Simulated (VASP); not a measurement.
# Hf3N2: relaxation of cell and atoms with PBEsol

The system is Hf3N2.

```xyz
5
Lattice="1.5864 0.9159 7.6585 -1.5864 0.9159 7.6585 0.0000 -1.8318 7.6585" Properties=species:S:1:pos:R:3 pbc="T T T"
Hf    0.0000    0.0000   17.8973
Hf    0.0000    0.0000    5.0782
Hf    0.0000    0.0000    0.0000
N     0.0000    0.0000   14.0410
N     0.0000    0.0000    8.9345
```

* Program: VASP 6.6.1
* Task: relaxation of cell and atoms
* Functional: PBEsol
* Potentials or basis: VASP PAW PBE potentials, release 64 (Hf_pv, N)
* Cutoff: 600 eV
* k mesh: 12 × 12 × 12
* Occupations: gaussian, width 0.1 eV
* Spin: no spin polarisation
* Target pressure: 2 GPa
* Dipole correction: no
* Further INCAR settings: ALGO = Normal; EDIFF = 1e-06; IBRION = 2; EDIFFG = -0.008; NSW = 70; ISIF = 3

- Relaxed volume: 13.42 Å³/atom
- Relaxed cell: a = 7.888 Å, b = 7.888 Å, c = 7.888 Å, α = 23.24°, β = 23.24°, γ = 23.24°
- Space group after relaxing (to 0.1 Å): R-3m (No. 166)
- Energy change on relaxing (the run minimises the enthalpy): -1.0 meV/atom
- Ionic steps: 4
- Pressure after relaxing: 2.0 GPa
- Largest force after relaxing: 0.007 eV/Å
- Band gap on the k mesh: zero (bands 20 and 21 overlap by 1.01 eV)

Forces on the atoms (eV/Å):
```
Hf   0.000  0.000 -0.007
Hf   0.000  0.000  0.007
Hf   0.000  0.000  0.000
N    0.000  0.000  0.002
N    0.000  0.000 -0.002
```

Stress tensor (GPa, compression positive):
```
1.94 0.00 0.00
0.00 1.94 0.00
0.00 0.00 2.08
```

The path:
```
step  energy change (eV)  largest force (eV/Å)  pressure (GPa)  volume (Å³)
   1              0.0000                0.0224            3.18        66.77
   2             -0.0084                0.0655           -0.28        67.72
   3             -0.0051                0.0082            1.99        67.08
   4             -0.0051                0.0074            1.99        67.08
```

Final structure:
```
Hf N
1.0
     1.58869    0.91723    7.67181
    -1.58869    0.91723    7.67181
     0.00000   -1.83446    7.67181
Hf N
3 2
Direct
  0.77899 0.77899 0.77899
  0.22101 0.22101 0.22101
  0.00000 0.00000 0.00000
  0.61112 0.61112 0.61112
  0.38888 0.38888 0.38888
```

Levels at points of the mesh, in eV from the Fermi level:
| k point | band 16 | band 17 | band 18 | band 19 | band 20 | band 21 | band 22 | band 23 | band 24 |
| --- | --- | --- | --- | --- | --- | --- | --- | --- | --- |
| (0.00, 0.00, 0.00) | -3.68 | -3.68 | -2.97 | 0.40 | 0.54 | 0.77 | 0.77 | 1.93 | 1.93 |
| (0.50, 0.00, 0.00) | -4.76 | -3.98 | -2.51 | -0.93 | -0.43 | -0.32 | 2.93 | 3.43 | 4.36 |
| (0.50, 0.50, 0.00) | -4.72 | -4.11 | -3.07 | -0.85 | -0.16 | 0.59 | 1.96 | 3.37 | 4.24 |
| (0.50, 0.50, 0.50) | -3.77 | -3.77 | -1.68 | -0.89 | 0.46 | 0.46 | 1.51 | 1.63 | 2.87 |

Wall time 61 min on 1 thread of Intel(R) Xeon(R) Platinum 8488C (Sapphire Rapids), on a shared host, peak memory 0.84 GiB.

Caveat: the cell is relaxed towards a set pressure, so the run minimises the enthalpy, not the energy; the PAW data sets were made with another functional, which shifts forces and pressure a little; spin-orbit coupling is left out, which moves the levels of the heavy elements.
